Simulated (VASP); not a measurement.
# NaLi3S (Pm-3m) in VASP: a series of runs, part 2 of 2

VASP 6.6.1. Earlier steps stand in the parts before.

### 3 Relaxation of cell and atoms, PBE

This run uses another cell than the first one, of 22.37 Å³/atom.

The input, INCAR:

```
SYSTEM = NaLi3S
ALGO     = Normal         ! electronic algorithm
EDIFF    = 1E-7           ! SCF threshold, eV
EDIFFG   = -0.01          ! ionic threshold
ENCUT    = 600            ! plane-wave cutoff, eV
GGA      = PE             ! functional
IBRION   = 2              ! ionic algorithm
ISIF     = 3              ! what is computed and relaxed
ISMEAR   = 0              ! smearing method
LASPH    = .True.         ! aspherical terms in the spheres
LCHARG   = .False.        ! write CHGCAR
LREAL    = .False.        ! projectors in reciprocal space
LWAVE    = .False.        ! write WAVECAR
NELM     = 100            ! most SCF steps
NSW      = 100            ! ionic steps
PREC     = Accurate       ! precision mode
SIGMA    = 0.02           ! smearing width, eV
```

The input, KPOINTS:

```
k-points
0
Gamma
  8 8 8
  0 0 0
```

The input, POSCAR:

```
NaLi3S
1.0
    4.8180339262      0.0000000000      0.0000000000
    0.0000000000      4.8180339262      0.0000000000
    0.0000000000      0.0000000000      4.8180339262
Na Li S
1 3 1
Direct
    0.5000000000      0.5000000000      0.5000000000
    0.0000000000      0.5000000000      0.5000000000
    0.5000000000      0.0000000000      0.5000000000
    0.5000000000      0.5000000000      0.0000000000
    0.0000000000      0.0000000000      0.0000000000
```

Potentials or basis: VASP PAW PBE potentials, release 64 (Na_pv, Li_sv, S).

Run with:

```console
> cat potpaw_PBE.64/Na_pv/POTCAR potpaw_PBE.64/Li_sv/POTCAR potpaw_PBE.64/S/POTCAR > POTCAR
> mpirun -np 1 vasp_std > vasp.out
```

OUTCAR:

```text
SYSTEM = NaLi3S
   EDIFF = 1E-7
   EDIFFG = -0.01
   ENCUT = 600
   GGA = PE
   IBRION = 2
   ISIF = 3
   ISMEAR = 0
   LASPH = .True.
   LREAL = .False.
   NELM = 100
   NSW = 100
   PREC = Accurate

 ion  position               nearest neighbor table
   1  0.500  0.500  0.500-   2 2.41   3 2.41   4 2.41   4 2.41   3 2.41   2 2.41
   2  0.000  0.500  0.500-   1 2.41   1 2.41
   3  0.500  0.000  0.500-   1 2.41   1 2.41
   4  0.500  0.500  0.000-   1 2.41   1 2.41
   5  0.000  0.000  0.000-

  LATTYP: Found a simple cubic cell.
 ALAT       =     4.8180339262

  Lattice vectors:

 A1 = (   4.8180339262,   0.0000000000,   0.0000000000)
 A2 = (   0.0000000000,   4.8180339262,   0.0000000000)
 A3 = (   0.0000000000,   0.0000000000,   4.8180339262)

Analysis of symmetry for initial positions (statically):
=====================================================================
 Subroutine PRICEL returns:
 Original cell was already a primitive cell.

 Routine SETGRP: Setting up the symmetry group for a
 simple cubic supercell.

 Subroutine GETGRP returns: Found 48 space group operations
 (whereof 48 operations were pure point group operations)
 out of a pool of 48 trial point group operations.

The static configuration has the point symmetry O_h .

Analysis of symmetry for dynamics (positions and initial velocities):
=====================================================================
 Subroutine PRICEL returns:
[... 247 lines left out ...]
  ext. energy  EPLUGINS =         0.00000000
  ---------------------------------------------------
  free energy    TOTEN  =        -9.92677612 eV

  energy without entropy =       -9.92677611  energy(sigma->0) =       -9.92677612

 E-fermi :   1.3483     XC(G=0):  -7.3514

 val. band max:        1.2834703052   @ k =   0.5000   0.1250   0.0000
 cond. band min:       1.4131771944   @ k =   0.5000   0.1250   0.0000
 fundamental gap:      0.1297068893
 Fermi energy:         1.3483243620

 k-point     1 :       0.0000    0.0000    0.0000
  band No.  band energies     occupation
      1     -46.5679      2.00000
      2     -46.5638      2.00000
      3     -46.5638      2.00000
      4     -24.3049      2.00000
      5     -24.3049      2.00000
      6     -24.3049      2.00000
      7     -10.1074      2.00000
      8      -0.8877      2.00000
      9      -0.5471      2.00000
     10      -0.5471      2.00000
     11      -0.5471      2.00000
     12       3.6833      0.00000
     13       3.6833      0.00000
     14       3.6833      0.00000
[... 401 lines left out ...]
      2     -46.5654      2.00000
      3     -46.5647      2.00000
      4     -24.3042      2.00000
      5     -24.3021      2.00000
      6     -24.3017      2.00000
      7     -10.0054      2.00000
      8      -1.4932      2.00000
      9      -1.2410      2.00000
     10      -0.3307      2.00000
     11       0.1914      2.00000
     12       2.7342      0.00000
     13       3.2809      0.00000
     14       3.8638      0.00000
     15       3.9563      0.00000

 [... further k-points ...]

------------------------ aborting loop because EDIFF is reached ----------------------------------------

  FORCE on cell =-STRESS in cart. coord.  units (eV):
  Direction    XX          YY          ZZ          XY          YZ          ZX
  --------------------------------------------------------------------------------------
  -------------------------------------------------------------------------------------
  Total       -0.0179509     -0.0179509     -0.0179509      0.0000000      0.0000000      0.0000000
  in kB       -0.2510372     -0.2510372     -0.2510372      0.0000000      0.0000000      0.0000000
  external PRESSURE =      -0.2510372 kB  Pullay stress =       0.0000000 kB
[... 20 lines left out ...]
  FREE ENERGIE OF THE ION-ELECTRON SYSTEM (eV)
  ---------------------------------------------------
  free  energy   TOTEN  =        -9.9267761241 eV

  energy  without entropy=       -9.9267761097  energy(sigma->0) =       -9.92677612

 reached required accuracy - stopping structural energy minimisation
```

CONTCAR:

```text
NaLi3S
   1.00000000000000
     4.8568346968711502    0.0000000000000000   -0.0000000000000000
     0.0000000000000000    4.8568346968711502    0.0000000000000000
    -0.0000000000000000   -0.0000000000000000    4.8568346968711502
  Na              Li              S
     1     3     1
Direct
     0.5000000000000000    0.5000000000000000    0.5000000000000000
     0.0000000000000000    0.5000000000000000    0.5000000000000000
     0.5000000000000000    0.0000000000000000    0.5000000000000000
     0.5000000000000000    0.5000000000000000    0.0000000000000000
     0.0000000000000000    0.0000000000000000    0.0000000000000000

  0.00000000E+00  0.00000000E+00  0.00000000E+00
  0.00000000E+00  0.00000000E+00  0.00000000E+00
  0.00000000E+00  0.00000000E+00  0.00000000E+00
  0.00000000E+00  0.00000000E+00  0.00000000E+00
  0.00000000E+00  0.00000000E+00  0.00000000E+00
```

It took 85 s on 1 thread of Intel Xeon 6975P-C (Granite Rapids), shared host; peak memory 0.28 GiB.

What came out:

| Property | Result |
| --- | --- |
| Free energy | -9.9268 eV |
| Relaxed volume | 22.91 Å³/atom |
| Relaxed cell | a = 4.857 Å, b = 4.857 Å, c = 4.857 Å, α = 90.00°, β = 90.00°, γ = 90.00° |
| Space group after relaxing (to 0.1 Å) | Pm-3m (No. 221) |
| Energy gained by relaxing | 0.5 meV/atom |
| Ionic steps | 3 |
| Pressure after relaxing | 0.0 GPa |
| Band gap on the k mesh | 0.13 eV |

The path:
```tsv
step	energy change (eV)	largest force (eV/Å)	pressure (GPa)	volume (Å³)
1	0.0000	0.0000	0.30	111.84
2	-0.0011	0.0000	0.22	112.52
3	-0.0023	0.0000	-0.03	114.57
```

Final structure:
```
Na Li S
1.0
     4.85683    0.00000    0.00000
     0.00000    4.85683    0.00000
     0.00000    0.00000    4.85683
Na Li S
1 3 1
Cartesian
  2.4284 2.4284 2.4284
  0.0000 2.4284 2.4284
  2.4284 0.0000 2.4284
  2.4284 2.4284 0.0000
  0.0000 0.0000 0.0000
```

Levels at points of the mesh, in eV from the valence-band top:
```
           k point  band 8  band 9  band 10  band 11  band 12  band 13  band 14  band 15
(0.00, 0.00, 0.00)   -2.17   -1.83    -1.83    -1.83     2.40     2.40     2.40     3.32
(0.50, 0.00, 0.00)   -3.31   -1.55    -1.55    -0.16     0.28     1.87     1.87     3.59
(0.50, 0.50, 0.00)   -2.67   -2.67    -1.38    -1.36     1.45     2.42     2.42     3.01
(0.50, 0.50, 0.50)   -2.43   -2.43    -2.43    -0.86     1.19     1.19     1.19     3.79
```

Caveat: the cutoff is under 1.25 times the usual one of these potentials, so pressure, stress and relaxed cells hold a basis-set (Pulay) error.
